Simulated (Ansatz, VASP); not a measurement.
Two plane-wave programs on Yb

```
Yb
1.0
     0.00000    2.62857    2.62857
     2.62857    0.00000    2.62857
     2.62857    2.62857    0.00000
Yb
1
Direct
  0.00000 0.00000 0.00000
```

Change from the starting cell: volume scaled by 1.02, PAW files.

Alike in both runs: task electric field gradients; functional PBE; k mesh 13 × 13 × 13; occupations fermi-dirac, width 0.05 eV; no spin polarisation.

```csv
,VASP,Ansatz
version,VASP 6.6.1,Ansatz 0.2.0
potentials or method,"VASP PAW PBE potentials, release 64 (Yb)","PAW with Ansatz's default frozen-core files, scalar-relativistic"
plane-wave cutoff (eV),520,420
valence electrons in the cell,24,24
```

Ansatz gave:

* pressure (GPa): -0.4

Q: Which values does VASP return?

A: Pressure (GPa): -0.6.

Neither program's run includes spin-orbit coupling.
